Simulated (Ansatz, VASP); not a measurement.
# CoO: VASP beside Ansatz

```
Co O
1.0
     1.50547    0.86918    2.43993
    -1.50547    0.86918    2.43993
     0.00000   -1.73837    2.43993
Co O
1 1
Direct
  0.00000 0.00000 0.00000
  0.50000 0.50000 0.50000
```

Alike in both runs: task single point; functional PBEsol; k mesh 18 × 18 × 18; occupations gaussian, width 0.1 eV; collinear spin.

|  | VASP | Ansatz |
| --- | --- | --- |
| version | VASP 6.6.1 | Ansatz 0.2.0 |
| potentials or method | VASP PAW PBE potentials, release 64 (Co, O), cutoff 520 eV | scalar-relativistic, plane waves, PAW |
| valence electrons in the cell | 15 | 23 |

|  | VASP | Ansatz | Ansatz less VASP |
| --- | --- | --- | --- |
| gap on the k mesh at the Fermi level (eV) | none | none | - |
| pressure (GPa) | -9.6 | -9.0 | +0.59 |
| traceless stress, the component that is largest in VASP (GPa) | -0.25 | -0.28 | -0.026 |
| net moment per atom (μB) | 1.47 | 1.48 | +0.013 |
| size of the moment on the site where the two differ most (μB) | 2.56 | 2.50 | -0.062 |

VASP's potentials were made for PBE, not for PBEsol. Site moments also hang on the region over which each program counts them. A gap of «none» marks a metal or a gap that the smearing closes. VASP's potentials hold 15 valence electrons a cell and Ansatz's 23, so a difference there can come from the potentials and not from the codes.
